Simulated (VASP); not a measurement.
KCa9Mg3, 13 atoms in the cell. The cell holds a slab with vacuum, 13 atoms: a = 7.480 Å, b = 5.289 Å, c = 22.349 Å, α = 90.00°, β = 90.00°, γ = 90.00°. 

```yaml
Program: VASP 6.6.1
Task: single point
Functional: PBE
Dispersion: D3(BJ)
Potentials_or_basis: VASP PAW PBE potentials, release 64 (Ca_sv, Mg, K_sv)
Cutoff: 520 eV
k_mesh: 2 × 3 × 1
Occupations: gaussian, width 0.1 eV
Spin: no spin polarisation
Dipole_correction: no
Further_INCAR_settings: ALGO = Normal; EDIFF = 1e-07; NBANDS = 64
```

Potentials or basis: VASP PAW PBE potentials, release 64 (Ca_sv, Mg, K_sv).

Run with:

```sh
$ cat potpaw_PBE.64/Ca_sv/POTCAR potpaw_PBE.64/Mg/POTCAR potpaw_PBE.64/K_sv/POTCAR > POTCAR
$ mpirun -np 1 vasp_std > vasp.out
```

Hardware: 1 thread of Oxide Virtual Turin-like Processor, on a shared host.

Question: Estimate the wall time of this run.

Answer: Run time: 10 min on 1 thread of Oxide Virtual Turin-like Processor, on a shared host, peak memory 0.79 GiB. Counts: scf iterations 25, k points 4.
